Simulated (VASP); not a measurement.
# Ta2N (P-3m1) in VASP: notebook

The runs below take Ta2N through single point, with PBEsol.

Program: VASP 6.6.1. These are calculated values, not measurements. Logs are shortened: lines on timing, memory, paths and dates and some standing lists are left out, and cuts for length are marked.

### Step 1. The cell of the first run

The structure is trigonal, space group P-3m1 (No. 164). Conventional cell: a = 2.947 Å, b = 2.947 Å, c = 5.054 Å, α = 90.00°, β = 90.00°, γ = 120.00°. Within 2.8 Å of Ta (site symmetry 3m) lie 3 N at 2.13 Å. N (site symmetry -3m) has 6 Ta at 2.13 Å within 2.8 Å.

### Step 2. Single point, PBEsol (12.67 Å³/atom)

INCAR reads:

```
SYSTEM = Ta2N
ALGO = Normal
EDIFF = 1E-6
ENCUT = 520
GGA = PS
ISIF = 2
ISMEAR = 0
LASPH = .True.
LCHARG = .True.
LELF = .True.
LREAL = .False.
LVHAR = .True.
LWAVE = .False.
NBANDS = 20
NELM = 100
PREC = Accurate
SIGMA = 0.15
```

KPOINTS reads:

```
k-points
0
Gamma
  18 18 10
  0 0 0
```

POSCAR reads:

```
Ta2N
1.0
    2.9465315160      0.0000000000      0.0000000000
   -1.4732657580      2.5517711459      0.0000000000
    0.0000000000      0.0000000000      5.0544801626
Ta N
2 1
Direct
    0.6666666667      0.3333333333      0.7463700642
    0.3333333333      0.6666666667      0.2536299358
    0.0000000000      0.0000000000      0.0000000000
```

Potentials or basis: VASP PAW PBE potentials, release 64 (Ta_pv, N).

Run with:

```bash
$ cat potpaw_PBE.64/Ta_pv/POTCAR potpaw_PBE.64/N/POTCAR > POTCAR
$ mpirun -np 1 vasp_std > vasp.out
```

OUTCAR:

```text
SYSTEM = Ta2N
   EDIFF = 1E-6
   ENCUT = 520
   GGA = PS
   ISIF = 2
   ISMEAR = 0
   LASPH = .True.
   LREAL = .False.
   NELM = 100
   PREC = Accurate

 ion  position               nearest neighbor table
   1  0.667  0.333  0.746-   3 2.13   3 2.13   3 2.13   2 3.02   2 3.02   2 3.02   2 3.08   2 3.08
                             2 3.08
   2  0.333  0.667  0.254-   3 2.13   3 2.13   3 2.13   1 3.02   1 3.02   1 3.02   1 3.08   1 3.08
                             1 3.08
   3  0.000  0.000  0.000-   1 2.13   2 2.13   2 2.13   1 2.13   1 2.13   2 2.13

  LATTYP: Found a hexagonal cell.
 ALAT       =     2.9465315160
 C/A-ratio  =     1.7154000000

  Lattice vectors:

 A1 = (   2.9465315160,   0.0000000000,   0.0000000000)
 A2 = (  -1.4732657580,   2.5517711459,   0.0000000000)
 A3 = (   0.0000000000,   0.0000000000,   5.0544801626)

Analysis of symmetry for initial positions (statically):
=====================================================================
 Subroutine PRICEL returns:
 Original cell was already a primitive cell.

 Routine SETGRP: Setting up the symmetry group for a
 hexagonal supercell.

 Subroutine GETGRP returns: Found 12 space group operations
 (whereof 12 operations were pure point group operations)
 out of a pool of 24 trial point group operations.

The static configuration has the point symmetry D_3d.

Analysis of symmetry for dynamics (positions and initial velocities):
=====================================================================
 Subroutine PRICEL returns:
 Original cell was already a primitive cell.

 Routine SETGRP: Setting up the symmetry group for a
 hexagonal supercell.

 Subroutine GETGRP returns: Found 12 space group operations
 (whereof 12 operations were pure point group operations)
 out of a pool of 24 trial point group operations.

The dynamic configuration has the point symmetry D_3d.

 Subroutine INISYM returns: Found 12 space group operations
 (whereof 12 operations are pure point group operations),
 and found     1 'primitive' translations

----------------------------------------------------------------------------------------

                                     Primitive cell

  volume of cell :      38.0040

  direct lattice vectors                    reciprocal lattice vectors
     2.946531516  0.000000000  0.000000000     0.339382082  0.195942336  0.000000000
    -1.473265758  2.551771146  0.000000000     0.000000000  0.391884673  0.000000000
     0.000000000  0.000000000  5.054480163     0.000000000  0.000000000  0.197844282

  length of vectors
     2.946531516  2.946531516  5.054480163     0.391884673  0.391884673  0.197844282

  position of ions in fractional coordinates (direct lattice)
     0.666666667  0.333333333  0.746370064
     0.333333333  0.666666667  0.253629936
     0.000000000  0.000000000  0.000000000

  ion indices of the primitive-cell ions
   primitive index   ion index
                 1           1
                 2           2
                 3           3

----------------------------------------------------------------------------------------

 KPOINTS: k-points

Automatic generation of k-mesh.
 Grid dimensions read from file:
 generate k-points for:   18   18   10

 Generating k-lattice:

  Cartesian coordinates                     Fractional coordinates (reciprocal lattice)
     0.018854560  0.010885685  0.000000000     0.055555556  0.000000000  0.000000000
     0.000000000  0.021771371  0.000000000     0.000000000  0.055555556  0.000000000
     0.000000000  0.000000000  0.019784428     0.000000000  0.000000000  0.100000000

  Length of vectors
     0.021771371  0.021771371  0.019784428

  Shift w.r.t. Gamma in fractional coordinates (k-lattice)
     0.000000000  0.000000000  0.000000000

 Subroutine IBZKPT returns following result:
 ===========================================

 Found    330 irreducible k-points:

 Following reciprocal coordinates:
            Coordinates               Weight
  0.000000  0.000000  0.000000      1.000000
  0.055556  0.000000  0.000000      6.000000
  0.111111  0.000000  0.000000      6.000000
  0.166667  0.000000  0.000000      6.000000
  0.222222  0.000000  0.000000      6.000000
  0.277778  0.000000  0.000000      6.000000
[... 16 lines left out ...]
  0.333333  0.111111  0.000000     12.000000
  0.388889  0.111111  0.000000     12.000000
 [... further k-points ...]
   k-points           NKPTS =    330   k-points in BZ     NKDIM =    330   number of bands    NBANDS=     20
   number of dos      NEDOS =    301   number of ions     NIONS =      3
   total plane-waves  NPLWV =  23040
   dimension x,y,z NGX =    24 NGY =   24 NGZ =   40
   dimension x,y,z NGXF=    48 NGYF=   48 NGZF=   80
   ions per type =               2   1
   NGX,Y,Z   is equivalent  to a cutoff of  13.54, 13.54, 13.16 a.u.
   NGXF,Y,Z  is equivalent  to a cutoff of  27.08, 27.08, 26.31 a.u.
 SYSTEM =  Ta2N
   PREC   = accura    normal or accurate (medium, high low for compatibility)
   ISTART =      0    job   : 0-new  1-cont  2-samecut
   ICHARG =      2    charge: 1-file 2-atom 10-const
   ISPIN  =      1    spin polarized calculation?
   LNONCOLLINEAR =      F non collinear calculations
   LSORBIT =      F    spin-orbit coupling
   LASPH  =      T    aspherical Exc in radial PAW
   ENCUT  =  520.0 eV  38.22 Ry    6.18 a.u.   5.48  5.48  9.40*2*pi/ulx,y,z
   NELM   =    100;   NELMIN=  2; NELMDL= -5     # of ELM steps
   EDIFF  = 0.1E-05   stopping-criterion for ELM
   LREAL  =      F    real-space projection
[... 7 lines left out ...]
   TEBEG  =    0.0;   TEEND  =   0.0 temperature during run
   PSTRESS=    0.0 pullay stress
   NELECT =      27.0000    total number of electrons
   NUPDOWN=      -1.0000    fix difference up-down
   EMIN   =  10.00;   EMAX   =-10.00  energy-range for DOS
   EFERMI =   0.00;   METHOD = LEGACY
   ISMEAR =     0;   SIGMA  =   0.15  broadening in eV -4-tet -1-fermi 0-gaus
   EFERMI_NEDOS =   21; number of points for ismear=-14 and -15
   IALGO  =     38    algorithm
   IMIX   =      4    mixing-type and parameters
     AMIX     =   0.40;   BMIX     =  1.00
     AMIX_MAG =   1.60;   BMIX_MAG =  1.00
  volume/ion in A,a.u.               =      12.67        85.49
  Fermi-wavevector in a.u.,A,eV,Ry     =   1.460785  2.760483 29.033376  2.133893
  Thomas-Fermi vector in A             =   2.577194
   LORBIT       =      0    0 simple, 1 ext, 2 COOP (PROOUT), +10 PAW based schemes
   GGA     = PS    functional components
   LHFCALC =     F    Hartree Fock is set to
   AEXX    =    0.0000 exact exchange contribution
   IVDW    =     0    specifies the selected vdW correction
   LEPSILON=     F    determine dielectric tensor
   LRPA    =     F    only Hartree local field effects (RPA)
 non-spin polarized calculation
 Gauss-broadening in eV      SIGMA  =   0.15
  energy-cutoff  :      520.00
  volume of cell :       38.00
 maximum number of plane-waves:      1051
 NGX is ok and might be reduce to    24
   NGX = 11   NGY = 11   NGZ = 19

 number of electron      27.0000005 magnetization

 Free energy of the ion-electron system (eV)
  ---------------------------------------------------
  ext. energy  EPLUGINS =         0.00000000
  ---------------------------------------------------
  free energy    TOTEN  =       -36.27950966 eV

  energy without entropy =      -36.26578929  energy(sigma->0) =      -36.27264948

 E-fermi :   7.8725     XC(G=0): -13.3616

 val. band max:        7.8709406720   @ k =  -0.1667   0.5000   0.2000
 cond. band min:       7.8782559378   @ k =   0.0000   0.1667   0.4000
 fundamental gap:      0.0073152659
 Fermi energy:         7.8725301236

 k-point     1 :       0.0000    0.0000    0.0000
  band No.  band energies     occupation
      1     -27.6696      2.00000
      2     -26.6304      2.00000
      3     -26.6146      2.00000
      4     -26.6146      2.00000
      5     -26.5216      2.00000
      6     -26.5216      2.00000
[... 12 lines left out ...]
     19       9.2851      0.00000
     20      13.2616      0.00000

 k-point     2 :       0.0556    0.0000    0.0000
  band No.  band energies     occupation
      1     -27.6576      2.00000
      2     -26.6509      2.00000
      3     -26.6278      2.00000
      4     -26.6245      2.00000
      5     -26.5533      2.00000
      6     -26.5255      2.00000
[... 12 lines left out ...]
     19       9.6847      0.00000
     20      13.2894      0.00000

 k-point     3 :       0.1111    0.0000    0.0000
  band No.  band energies     occupation
      1     -27.6227      2.00000
      2     -26.7407      2.00000
      3     -26.6519      2.00000
      4     -26.6478      2.00000
      5     -26.6305      2.00000
      6     -26.5377      2.00000
[... 12 lines left out ...]
     19      10.4010      0.00000
     20      13.2266      0.00000

 k-point     4 :       0.1667    0.0000    0.0000
  band No.  band energies     occupation
      1     -27.5675      2.00000
      2     -26.8799      2.00000
      3     -26.7765      2.00000
      4     -26.6920      2.00000
      5     -26.6454      2.00000
      6     -26.5579      2.00000
[... 12 lines left out ...]
     19      11.3407      0.00000
     20      13.0171      0.00000

 k-point     5 :       0.2222    0.0000    0.0000
  band No.  band energies     occupation
      1     -27.4973      2.00000
      2     -27.0485      2.00000
      3     -26.9315      2.00000
      4     -26.7391      2.00000
      5     -26.6629      2.00000
      6     -26.5844      2.00000
[... 12 lines left out ...]
     19      12.2533      0.00000
     20      12.8200      0.00000
[... 353 lines left out ...]
      6     -26.6707      2.00000
[... 12 lines left out ...]
     19      12.7604      0.00000
     20      13.2263      0.00000

 k-point    22 :       0.2778    0.1111    0.0000
  band No.  band energies     occupation
      1     -27.4159      2.00000
      2     -27.2825      2.00000
      3     -27.2295      2.00000
      4     -26.8724      2.00000
      5     -26.7331      2.00000
      6     -26.7066      2.00000
[... 12 lines left out ...]
     19      12.8171      0.00000
     20      13.8013      0.00000

 k-point    23 :       0.3333    0.1111    0.0000
  band No.  band energies     occupation
      1     -27.5190      2.00000
      2     -27.3451      2.00000
      3     -27.1907      2.00000
      4     -26.9233      2.00000
      5     -26.7701      2.00000
      6     -26.7374      2.00000
[... 12 lines left out ...]
     19      12.9431      0.00000
     20      13.8560      0.00000

 k-point    24 :       0.3889    0.1111    0.0000
  band No.  band energies     occupation
      1     -27.5926      2.00000
      2     -27.4008      2.00000
      3     -27.1307      2.00000
      4     -26.9562      2.00000
      5     -26.8056      2.00000
      6     -26.7577      2.00000
[... 12 lines left out ...]
     19      13.1060      0.00000
     20      13.5901      0.00000

 [... further k-points ...]

------------------------ aborting loop because EDIFF is reached ----------------------------------------

  FORCE on cell =-STRESS in cart. coord.  units (eV):
  Direction    XX          YY          ZZ          XY          YZ          ZX
  --------------------------------------------------------------------------------------
  -------------------------------------------------------------------------------------
  Total        5.2252312      5.2252312      0.3618981      0.0000000      0.0000000      0.0000000
  in kB      220.2859413    220.2859413     15.2569431      0.0000000      0.0000000      0.0000000
  external PRESSURE =     151.9429419 kB  Pullay stress =       0.0000000 kB

 VOLUME and BASIS-vectors are now :
 -----------------------------------------------------------------------------
  energy-cutoff  :      520.00
  volume of cell :       38.00
      direct lattice vectors                 reciprocal lattice vectors
     2.946531516  0.000000000  0.000000000     0.339382082  0.195942336  0.000000000
    -1.473265758  2.551771146  0.000000000     0.000000000  0.391884673  0.000000000
     0.000000000  0.000000000  5.054480163     0.000000000  0.000000000  0.197844282

 POSITION                                       TOTAL-FORCE (eV/Angst)
 -----------------------------------------------------------------------------------
      1.47327      0.85059      3.77251        -0.000000      0.000000     -1.094043
     -0.00000      1.70118      1.28197         0.000000     -0.000000      1.094043
      0.00000      0.00000      0.00000        -0.000000      0.000000      0.000000
 -----------------------------------------------------------------------------------
    total drift:                                0.000000     -0.000000      0.000000

  FREE ENERGIE OF THE ION-ELECTRON SYSTEM (eV)
  ---------------------------------------------------
  free  energy   TOTEN  =       -36.2795096558 eV

  energy  without entropy=      -36.2657892949  energy(sigma->0) =      -36.27264948
```

It took 100 s on 1 thread of Intel Xeon 6975P-C (Granite Rapids), shared host; peak memory 0.34 GiB.

Results:

```
Free energy            : -36.2795 eV
Pressure               : 15.2 GPa
Largest force          : 1.094 eV/Å
Band gap on the k mesh : zero (an odd number of electrons rules out a gap without spin polarisation)
```

Forces on the atoms (eV/Å):
```
Ta   0.000  0.000 -1.094
Ta   0.000  0.000  1.094
N    0.000  0.000  0.000
```

Stress tensor (GPa, compression positive):
```
22.03  0.00  0.00
 0.00 22.03  0.00
 0.00  0.00  1.53
```

Caveat: the cell stands under pressure; the PAW data sets were made with another functional, which shifts forces and pressure a little; spin-orbit coupling is left out, which moves the levels of the heavy elements.

### Step 3. Single point, PBEsol (12.67 Å³/atom)

INCAR reads:

```
SYSTEM = Ta2N
ALGO = Normal
EDIFF = 1E-6
ENCUT = 520
GGA = PS
ISIF = 2
ISMEAR = 0
LASPH = .TRUE.
LCHARG = .FALSE.
LREAL = .FALSE.
LWAVE = .FALSE.
NBANDS = 20
NELM = 80
PREC = Accurate
SIGMA = 0.15
```

KPOINTS reads:

```
k-points
0
G
  18 18 10
  0 0 0
```

POSCAR reads:

```
Ta2N
1.0
    3.0063053302      0.0000000000      0.0000000000
   -1.5031526651      2.6035367875      0.0000000000
    0.0000000000      0.0000000000      4.8554837389
Ta N
2 1
Direct
    0.6666666667      0.3333333333      0.7463700642
    0.3333333333      0.6666666667      0.2536299358
    0.0000000000      0.0000000000      0.0000000000
```

Potentials or basis: VASP PAW PBE potentials, release 64 (Ta_pv, N).

Run with:

```bash
$ cat potpaw_PBE.64/Ta_pv/POTCAR potpaw_PBE.64/N/POTCAR > POTCAR
$ mpirun -np 1 vasp_std > vasp.out
```

Wall time 77 s (1 thread of Intel Xeon 6975P-C (Granite Rapids), shared host); peak memory 0.33 GiB.

The run converged. Its results:

| Item | Value |
| --- | --- |
| Free energy | -36.4103 eV |
| Pressure | 14.3 GPa |
| Largest force | 0.625 eV/Å |
| Band gap on the k mesh | zero (an odd number of electrons rules out a gap without spin polarisation) |

Forces on the atoms (eV/Å):
```
Ta   0.000  0.000 -0.625
Ta   0.000  0.000  0.625
N    0.000  0.000  0.000
```

Stress tensor (GPa, compression positive):
```
16.67  0.00  0.00
 0.00 16.67  0.00
 0.00  0.00  9.68
```

Levels at points of the mesh, in eV from the Fermi level:
```
           k point  band 9  band 10  band 11  band 12  band 13  band 14  band 15  band 16  band 17  band 18
(0.00, 0.00, 0.00)   -6.31    -6.31    -4.94    -1.04    -0.27    -0.27     0.33     0.54     0.54     1.33
(0.50, 0.00, 0.00)   -6.98    -6.66    -4.94    -2.57    -1.22     1.57     2.40     4.27     4.37     4.66
(0.00, 0.00, 0.50)   -6.48    -6.48    -3.21    -2.80    -1.09    -1.09     1.80     2.45     2.48     2.48
(0.50, 0.00, 0.50)   -7.15    -6.37    -3.68    -2.08    -2.04    -0.35     0.97     3.90     4.12     4.66
```

Caveat: the cell stands under pressure; the PAW data sets were made with another functional, which shifts forces and pressure a little; spin-orbit coupling is left out, which moves the levels of the heavy elements.

### Step 4. Single point, PBEsol (12.67 Å³/atom)

INCAR reads:

```
SYSTEM = Ta2N
  ALGO = Normal
  EDIFF = 1E-6
  ENCUT = 520
  GGA = PS
  ISIF = 2
  ISMEAR = 0
  LASPH = .TRUE.
  LCHARG = .TRUE.
  LELF = .TRUE.
  LREAL = .FALSE.
  LVHAR = .TRUE.
  LWAVE = .FALSE.
  NBANDS = 20
  NELM = 60
  PREC = Accurate
  SIGMA = 0.15
```

KPOINTS is that of step 3.

POSCAR reads:

```
Ta2N
1.0
    3.0673351436      0.0000000000      0.0000000000
   -1.5336675718      2.6563901563      0.0000000000
    0.0000000000      0.0000000000      4.6641898194
Ta N
2 1
Direct
    0.6666666667      0.3333333333      0.7463700642
    0.3333333333      0.6666666667      0.2536299358
    0.0000000000      0.0000000000      0.0000000000
```

Run with:

```bash
$ cat potpaw_PBE.64/Ta_pv/POTCAR potpaw_PBE.64/N/POTCAR > POTCAR
$ mpirun -np 1 vasp_std > vasp.out
```

It took 74 s on 1 thread of Intel Xeon 6975P-C (Granite Rapids), shared host; peak memory 0.33 GiB.

Results (log left out):

```yaml
Free_energy: -36.4094 eV
Pressure: 14.4 GPa
Largest_force: 0.112 eV/Å
Band_gap_on_the_k_mesh: zero (an odd number of electrons rules out a gap without spin polarisation)
```

Forces in eV/Å, atoms in the order of the input:
```
Ta   0.000  0.000 -0.112
Ta   0.000  0.000  0.112
N    0.000  0.000  0.000
```

Stress tensor (GPa, compression positive):
```
11.86  0.00  0.00
 0.00 11.86  0.00
 0.00  0.00 19.50
```

Levels at points of the mesh, in eV from the Fermi level:
| k point | band 11 | band 12 | band 13 | band 14 | band 15 | band 16 |
| --- | --- | --- | --- | --- | --- | --- |
| (0.00, 0.00, 0.00) | -4.78 | -0.44 | -0.25 | -0.25 | 0.10 | 0.10 |
| (0.50, 0.00, 0.00) | -4.91 | -2.72 | -1.33 | 1.88 | 2.38 | 3.96 |
| (0.00, 0.00, 0.50) | -2.76 | -2.50 | -1.36 | -1.36 | 2.12 | 2.24 |
| (0.50, 0.00, 0.50) | -3.43 | -2.15 | -2.09 | -0.04 | 0.75 | 3.39 |

Caveat: the cell stands under pressure; the PAW data sets were made with another functional, which shifts forces and pressure a little; spin-orbit coupling is left out, which moves the levels of the heavy elements.

### Step 5. Single point, PBEsol (12.14 Å³/atom)

This run uses another cell than the first one, of 12.14 Å³/atom.

INCAR reads:

```
PREC = Accurate
ENCUT = 520
EDIFF = 1E-6
ISMEAR = 0
SIGMA = 0.15
LREAL = F
LASPH = T
NELM = 60
ALGO = Normal
ISIF = 2
LWAVE = F
LCHARG = F
GGA = PS
NBANDS = 20
```

KPOINTS reads:

```
Automatic mesh
0
Gamma
  18 18 10
```

POSCAR reads:

```
Ta2N
1.0
    3.1166779814      0.0000000000      0.0000000000
   -1.5583389907      2.6991223073      0.0000000000
    0.0000000000      0.0000000000      4.3293773840
Ta N
2 1
Direct
    0.6666666667      0.3333333333      0.7463700642
    0.3333333333      0.6666666667      0.2536299358
    0.0000000000      0.0000000000      0.0000000000
```

Run with:

```bash
$ cat potpaw_PBE.64/Ta_pv/POTCAR potpaw_PBE.64/N/POTCAR > POTCAR
$ mpirun -np 1 vasp_std > vasp.out
```

It took 3.4 min on 1 thread of Intel Xeon 8259CL, shared host; peak memory 0.33 GiB.

The run converged. Its results:

* Free energy: -35.8781 eV
* Pressure: 32.5 GPa
* Largest force: 0.400 eV/Å
* Band gap on the k mesh: zero (an odd number of electrons rules out a gap without spin polarisation)

Forces in eV/Å, atoms in the order of the input:
```
Ta   0.000  0.000  0.400
Ta   0.000  0.000 -0.400
N    0.000  0.000  0.000
```

Stress tensor (GPa, compression positive):
```
20.05  0.00  0.00
 0.00 20.05  0.00
 0.00  0.00 57.47
```

Levels at points of the mesh, in eV from the Fermi level:
| k point | band 11 | band 12 | band 13 | band 14 | band 15 | band 16 | band 17 | band 18 |
| --- | --- | --- | --- | --- | --- | --- | --- | --- |
| (0.00, 0.00, 0.00) | -4.38 | -0.42 | -0.42 | -0.11 | -0.11 | 0.48 | 0.61 | 1.51 |
| (0.50, 0.00, 0.00) | -5.01 | -2.83 | -1.28 | 1.31 | 3.38 | 4.38 | 4.39 | 4.45 |
| (0.00, 0.00, 0.50) | -2.07 | -1.82 | -1.82 | -1.75 | 2.47 | 2.66 | 3.12 | 3.12 |
| (0.50, 0.00, 0.50) | -3.04 | -2.08 | -1.91 | 0.55 | 0.56 | 2.90 | 3.34 | 4.14 |

Caveat: the cell stands under pressure; the PAW data sets were made with another functional, which shifts forces and pressure a little; spin-orbit coupling is left out, which moves the levels of the heavy elements.

(Continued in part 2 of 2.)
